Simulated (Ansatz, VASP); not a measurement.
# One calculation of Sc, two programs

```
Sc
1.0
     0.00000    2.23719    2.23719
     2.23719    0.00000    2.23719
     2.23719    2.23719    0.00000
Sc
1
Direct
  0.00000 0.00000 0.00000
```

Alike in both runs: task single point; functional PBE; k mesh 16 × 16 × 16; occupations gaussian, width 0.1 eV; no spin polarisation.

|  | VASP | Ansatz |
| --- | --- | --- |
| version | VASP 6.6.1 | Ansatz 0.2.0 |
| potentials or method | VASP PAW PBE potentials, release 64 (Sc_sv), cutoff 520 eV | scalar-relativistic, plane waves, PAW |
| valence electrons in the cell | 11 | 11 |

|  | VASP | Ansatz | Ansatz less VASP |
| --- | --- | --- | --- |
| gap on the k mesh at the Fermi level (eV) | none | none | - |
| pressure (GPa) | 5.7 | 5.7 | +0.01 |

A gap of «none» marks a metal or a gap that the smearing closes. With one functional, cell and mesh, what is left measures potentials, basis and numerics.
